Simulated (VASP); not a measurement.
# PbS (P6_3/mmc) in VASP: further runs, part 2 of 3

VASP 6.6.1.

## Step 3: Single point, PBE

This run uses another cell than the first one, of 32.72 Å³/atom, 1.502 times its volume.

INCAR reads:

```
PREC = Accurate ; ENCUT = 520
EDIFF = 1E-7 ; ISMEAR = 0
SIGMA = 0.1 ; LREAL = F
LASPH = T ; NELM = 60
ALGO = Normal ; ISIF = 2
LWAVE = F ; LCHARG = T
GGA = PE ; LELF = T
LVHAR = T ; NBANDS = 28
```

KPOINTS reads:

```
regular mesh
0
Gamma
  6 6 4
```

POSCAR reads:

```
PbS
1.0
    5.0102055353     -0.0000000033      0.0000000000
   -2.5051027648      4.3389652734      0.0000000000
    0.0000000000      0.0000000000      6.0209256154
Pb S
2 2
Direct
    0.3333333333      0.6666666667      0.2500000000
    0.6666666667      0.3333333333      0.7500000000
    0.6666666667      0.3333333333      0.2500000000
    0.3333333333      0.6666666667      0.7500000000
```

Potentials or basis: VASP PAW PBE potentials, release 64 (Pb_d, S).

On the command line:

```sh
$ cat potpaw_PBE.64/Pb_d/POTCAR potpaw_PBE.64/S/POTCAR > POTCAR
$ mpirun -np 1 vasp_std > vasp.out
```

OUTCAR:

```text
PREC = Accurate
   ENCUT = 520
   EDIFF = 1E-7
   ISMEAR = 0
   LREAL = F
   LASPH = T
   NELM = 60
   ISIF = 2
   GGA = PE

 ion  position               nearest neighbor table
   1  0.333  0.667  0.250-   3 2.89   3 2.89   3 2.89   4 3.01   4 3.01
   2  0.667  0.333  0.750-   4 2.89   4 2.89   4 2.89   3 3.01   3 3.01
   3  0.667  0.333  0.250-   1 2.89   1 2.89   1 2.89   2 3.01   2 3.01
   4  0.333  0.667  0.750-   2 2.89   2 2.89   2 2.89   1 3.01   1 3.01

  LATTYP: Found a hexagonal cell.
 ALAT       =     5.0102055353
 C/A-ratio  =     1.2017322589

  Lattice vectors:

 A1 = (   5.0102055353,  -0.0000000033,   0.0000000000)
 A2 = (  -2.5051027648,   4.3389652734,   0.0000000000)
 A3 = (   0.0000000000,   0.0000000000,   6.0209256154)

Analysis of symmetry for initial positions (statically):
=====================================================================
 Subroutine PRICEL returns:
 Original cell was already a primitive cell.

 Routine SETGRP: Setting up the symmetry group for a
 hexagonal supercell.

 Subroutine GETGRP returns: Found 24 space group operations
 (whereof 12 operations were pure point group operations)
 out of a pool of 24 trial point group operations.

The static configuration has the point symmetry D_3d.
 The point group associated with its full space group is D_6h.

Analysis of symmetry for dynamics (positions and initial velocities):
=====================================================================
 Subroutine PRICEL returns:
 Original cell was already a primitive cell.

 Routine SETGRP: Setting up the symmetry group for a
 hexagonal supercell.

 Subroutine GETGRP returns: Found 24 space group operations
 (whereof 12 operations were pure point group operations)
 out of a pool of 24 trial point group operations.

The dynamic configuration has the point symmetry D_3d.
 The point group associated with its full space group is D_6h.

 Subroutine INISYM returns: Found 24 space group operations
 (whereof 12 operations are pure point group operations),
 and found     1 'primitive' translations

----------------------------------------------------------------------------------------

                                     Primitive cell

  volume of cell :     130.8896

  direct lattice vectors                    reciprocal lattice vectors
     5.010205535 -0.000000003  0.000000000     0.199592610  0.115234847  0.000000000
    -2.505102765  4.338965273  0.000000000     0.000000000  0.230469694  0.000000000
     0.000000000  0.000000000  6.020925615     0.000000000  0.000000000  0.166087420

  length of vectors
     5.010205535  5.010205535  6.020925615     0.230469694  0.230469694  0.166087420

  position of ions in fractional coordinates (direct lattice)
     0.333333333  0.666666667  0.250000000
     0.666666667  0.333333333  0.750000000
     0.666666667  0.333333333  0.250000000
     0.333333333  0.666666667  0.750000000

  ion indices of the primitive-cell ions
   primitive index   ion index
                 1           1
                 2           2
                 3           3
                 4           4

----------------------------------------------------------------------------------------

 KPOINTS: regular mesh

Automatic generation of k-mesh.
 Grid dimensions read from file:
 generate k-points for:    6    6    4

 Generating k-lattice:

  Cartesian coordinates                     Fractional coordinates (reciprocal lattice)
     0.033265435  0.019205808  0.000000000     0.166666667  0.000000000  0.000000000
     0.000000000  0.038411616  0.000000000     0.000000000  0.166666667  0.000000000
     0.000000000  0.000000000  0.041521855     0.000000000  0.000000000  0.250000000

  Length of vectors
     0.038411616  0.038411616  0.041521855

  Shift w.r.t. Gamma in fractional coordinates (k-lattice)
     0.000000000  0.000000000  0.000000000

 Subroutine IBZKPT returns following result:
 ===========================================

 Found     21 irreducible k-points:

 Following reciprocal coordinates:
            Coordinates               Weight
  0.000000  0.000000  0.000000      1.000000
  0.166667 -0.000000  0.000000      6.000000
  0.333333  0.000000  0.000000      6.000000
  0.500000 -0.000000  0.000000      3.000000
  0.166667  0.166667  0.000000      6.000000
  0.333333  0.166667  0.000000     12.000000
[... 13 lines left out ...]
  0.333333  0.166667  0.500000     12.000000
  0.333333  0.333333  0.500000      2.000000
   k-points           NKPTS =     21   k-points in BZ     NKDIM =     21   number of bands    NBANDS=     28
   number of dos      NEDOS =    301   number of ions     NIONS =      4
   total plane-waves  NPLWV =  76800
   dimension x,y,z NGX =    40 NGY =   40 NGZ =   48
   dimension x,y,z NGXF=    80 NGYF=   80 NGZF=   96
   ions per type =               2   2
   NGX,Y,Z   is equivalent  to a cutoff of  13.27, 13.27, 13.25 a.u.
   NGXF,Y,Z  is equivalent  to a cutoff of  26.55, 26.55, 26.51 a.u.
 SYSTEM =  unknown system
   PREC   = accura    normal or accurate (medium, high low for compatibility)
   ISTART =      0    job   : 0-new  1-cont  2-samecut
   ICHARG =      2    charge: 1-file 2-atom 10-const
   ISPIN  =      1    spin polarized calculation?
   LNONCOLLINEAR =      F non collinear calculations
   LSORBIT =      F    spin-orbit coupling
   LASPH  =      T    aspherical Exc in radial PAW
   ENCUT  =  520.0 eV  38.22 Ry    6.18 a.u.   9.32  9.32 11.19*2*pi/ulx,y,z
   NELM   =     60;   NELMIN=  2; NELMDL= -5     # of ELM steps
   EDIFF  = 0.1E-06   stopping-criterion for ELM
   LREAL  =      F    real-space projection
   EDIFFG = 0.1E-05   stopping-criterion for IOM
   NSW    =      0    number of steps for IOM
   IBRION =     -1    ionic relax: 0-MD 1-quasi-New 2-CG
   NFREE  =      0    steps in history (QN), initial steepest desc. (CG)
   ISIF   =      2    stress and relaxation
   ISYM   =      2    0-nonsym 1-usesym 2-fastsym
   POTIM  = 0.5000    time-step for ionic-motion
   TEBEG  =    0.0;   TEEND  =   0.0 temperature during run
   PSTRESS=    0.0 pullay stress
   NELECT =      40.0000    total number of electrons
   NUPDOWN=      -1.0000    fix difference up-down
   EMIN   =  10.00;   EMAX   =-10.00  energy-range for DOS
   EFERMI =   0.00;   METHOD = LEGACY
   ISMEAR =     0;   SIGMA  =   0.10  broadening in eV -4-tet -1-fermi 0-gaus
   EFERMI_NEDOS =   21; number of points for ismear=-14 and -15
   IALGO  =     38    algorithm
   IMIX   =      4    mixing-type and parameters
     AMIX     =   0.40;   BMIX     =  1.00
     AMIX_MAG =   1.60;   BMIX_MAG =  1.00
  volume/ion in A,a.u.               =      32.72       220.82
  Fermi-wavevector in a.u.,A,eV,Ry     =   1.102706  2.083813 16.544155  1.215961
  Thomas-Fermi vector in A             =   2.239153
   LORBIT       =      0    0 simple, 1 ext, 2 COOP (PROOUT), +10 PAW based schemes
   GGA     = PE    functional components
   LHFCALC =     F    Hartree Fock is set to
   AEXX    =    0.0000 exact exchange contribution
   IVDW    =     0    specifies the selected vdW correction
   LEPSILON=     F    determine dielectric tensor
   LRPA    =     F    only Hartree local field effects (RPA)
 non-spin polarized calculation
 Gauss-broadening in eV      SIGMA  =   0.10
  energy-cutoff  :      520.00
  volume of cell :      130.89
 maximum number of plane-waves:      3575
 NGX is ok and might be reduce to    40
   NGX = 19   NGY = 19   NGZ = 23

 number of electron      39.9999997 magnetization

 Free energy of the ion-electron system (eV)
  ---------------------------------------------------
  ext. energy  EPLUGINS =         0.00000000
  ---------------------------------------------------
  free energy    TOTEN  =       -17.22852574 eV

  energy without entropy =      -17.22852574  energy(sigma->0) =      -17.22852574

 E-fermi :   4.0678     XC(G=0):  -8.3575

 val. band max:        3.6090058263   @ k =   0.3333   0.3333   0.5000
 cond. band min:       5.0423390877   @ k =   0.3333   0.3333   0.5000
 fundamental gap:      1.4333332615
 Fermi energy:         4.0677888125

 k-point     1 :       0.0000    0.0000    0.0000
  band No.  band energies     occupation
      1     -13.1309      2.00000
      2     -13.0428      2.00000
      3     -13.0428      2.00000
      4     -13.0426      2.00000
      5     -13.0426      2.00000
      6     -13.0421      2.00000
[... 640 lines left out ...]
     27      10.4165      0.00000
     28      10.4165      0.00000

------------------------ aborting loop because EDIFF is reached ----------------------------------------

  FORCE on cell =-STRESS in cart. coord.  units (eV):
  Direction    XX          YY          ZZ          XY          YZ          ZX
  --------------------------------------------------------------------------------------
  -------------------------------------------------------------------------------------
  Total        0.2704117      0.2704117      0.2645865     -0.0000000      0.0000000     -0.0000000
  in kB        3.3100238      3.3100238      3.2387192     -0.0000000      0.0000000     -0.0000000
  external PRESSURE =       3.2862556 kB  Pullay stress =       0.0000000 kB

 VOLUME and BASIS-vectors are now :
 -----------------------------------------------------------------------------
  energy-cutoff  :      520.00
  volume of cell :      130.89
      direct lattice vectors                 reciprocal lattice vectors
     5.010205535 -0.000000003  0.000000000     0.199592610  0.115234847  0.000000000
    -2.505102765  4.338965273  0.000000000     0.000000000  0.230469694  0.000000000
     0.000000000  0.000000000  6.020925615     0.000000000  0.000000000  0.166087420

 POSITION                                       TOTAL-FORCE (eV/Angst)
 -----------------------------------------------------------------------------------
      0.00000      2.89264      1.50523         0.000000      0.000000      0.000000
      2.50510      1.44632      4.51569        -0.000000     -0.000000      0.000000
      2.50510      1.44632      1.50523         0.000000      0.000000      0.000000
      0.00000      2.89264      4.51569         0.000000     -0.000000      0.000000
 -----------------------------------------------------------------------------------
    total drift:                                0.000000      0.000000      0.000000

  FREE ENERGIE OF THE ION-ELECTRON SYSTEM (eV)
  ---------------------------------------------------
  free  energy   TOTEN  =       -17.2285257427 eV

  energy  without entropy=      -17.2285257427  energy(sigma->0) =      -17.22852574
```

stdout:

```text
POSCAR found type information on POSCAR PbS
 POSCAR found :  2 types and       4 ions
 scaLAPACK will be used
 LDA part: xc-table for (Slater+PW92), standard interpolation
 POSCAR, INCAR and KPOINTS ok, starting setup
 FFT: planning ... GRIDC
 FFT: planning ... GRID_SOFT
 FFT: planning ... GRID
 WAVECAR not read
 entering main loop
```

Run time: 37 s. Hardware: 1 thread of Intel Xeon 6975P-C (Granite Rapids), shared host; peak memory 0.29 GiB.

What came out:

| Property | Result |
| --- | --- |
| Free energy | -17.2285 eV |
| Pressure | 0.3 GPa |
| Band gap on the k mesh | 1.43 eV, direct |

Levels at points of the mesh, in eV from the valence-band top:
```
           k point  band 18  band 19  band 20  band 21  band 22  band 23
(0.00, 0.00, 0.00)    -1.84    -1.84    -1.84     2.05     2.05     3.37
(0.50, 0.00, 0.00)    -2.21    -2.04    -0.71     2.99     3.10     4.19
(0.00, 0.00, 0.50)    -2.40    -1.29    -1.29     2.35     2.35     2.35
(0.50, 0.00, 0.50)    -1.83    -0.63    -0.63     1.63     1.63     3.10
```

Caveat: spin-orbit coupling is left out, which moves the levels of the heavy elements. A k mesh can miss the band edges.

(Part 2 of 3 ends here.)
